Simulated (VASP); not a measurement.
Input of a VASP 6.6.1 run:

File INCAR:

```
PREC = Accurate
ENCUT = 520
EDIFF = 1E-8
ISMEAR = -1
SIGMA = 0.08
LREAL = False
LASPH = True
NELM = 60
ALGO = Normal
ISIF = 2
LWAVE = False
LCHARG = False
GGA = CA
LEFG = True
NBANDS = 20
```

KPOINTS

```
Automatic mesh
0
Gamma
  13 13 13
```

File POSCAR:

```
WS2
1.0
    1.5316303728      0.8842872080      6.1633300000
   -1.5316303728      0.8842872080      6.1633300000
    0.0000000000     -1.7685744160      6.1633300000
W S
1 2
Direct
    0.0000000000      0.0000000000      0.0000000000
    0.7503000000      0.7503000000      0.7503000000
    0.5810000000      0.5810000000      0.5810000000
```

Potentials or basis: VASP PAW LDA potentials, release 64 (W_sv, S).

The run is started by

```console
$ cat potpaw_LDA.64/W_sv/POTCAR potpaw_LDA.64/S/POTCAR > POTCAR
$ mpirun -np 1 vasp_std > vasp.out
```

(1) Estimate the band gap on the k mesh.

(2) Predict the largest force.

Results:

(1) 1.07 eV (least direct gap 2.47 eV).

(2) 0.853 eV/Å.

Caveat: the cell differs from its parent crystal (equal xx and yy strain of -3 %); without QUAD_EFG the Cq values of the log hold for a quadrupole moment of 1 mb, not for the nuclei; spin-orbit coupling is left out, which moves the levels of the heavy elements.
